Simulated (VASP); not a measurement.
Input of a VASP 6.6.1 run:

INCAR

```
ALGO     = Normal         # electronic algorithm
EDIFF    = 1E-6           # SCF threshold, eV
ENCUT    = 500            # plane-wave cutoff, eV
GGA      = PE             # functional
GGA_COMPAT= F            
ISIF     = 2              # what is computed and relaxed
ISMEAR   = -1             # smearing method
ISPIN    = 2              # spin polarisation
LASPH    = T              # aspherical terms in the spheres
LCHARG   = T              # write CHGCAR
LELF     = T              # ELF
LMAXMIX  = 4              # l up to which the mixer works
LORBIT   = 11             # projections on sites
LREAL    = F              # projectors in reciprocal space
LVHAR    = T            
LWAVE    = F              # write WAVECAR
MAGMOM   = 1 -1           # initial moments
NBANDS   = 23             # bands
NELM     = 200            # most SCF steps
PREC     = Accurate       # precision mode
SIGMA    = 0.05           # smearing width, eV
```

The input KPOINTS:

```
k-points
0
Gamma
  4 4 3
```

POSCAR

```
Cr
1.0
    2.4572067494      0.0000000000      0.0000000000
    0.0000000000      2.4572067494      0.0000000000
    0.0000000000      0.0000000000      3.4750151106
Cr
2
Direct
    0.0000000000      0.0000000000      0.0000000000
    0.5000000000      0.5000000000      0.5000000000
```

Potentials or basis: VASP PAW PBE potentials, release 64 (Cr_pv).

Command:

```console
$ cat potpaw_PBE.64/Cr_pv/POTCAR > POTCAR
$ mpirun -np 1 vasp_std > vasp.out
```

(1) Estimate the band gap on the k mesh.

(2) Estimate the net moment.

(3) Predict the pressure.

Answers

(1) zero (filled and empty bands overlap).

(2) 0.00 μB per cell.

(3) 37.2 GPa.

Caveat: the k points lie up to 0.64 Å⁻¹ apart, too coarse for converged energies and pressures of a metal; an empty level that is flat over the whole mesh can mark a ghost state of the potentials, or a narrow d or f band.
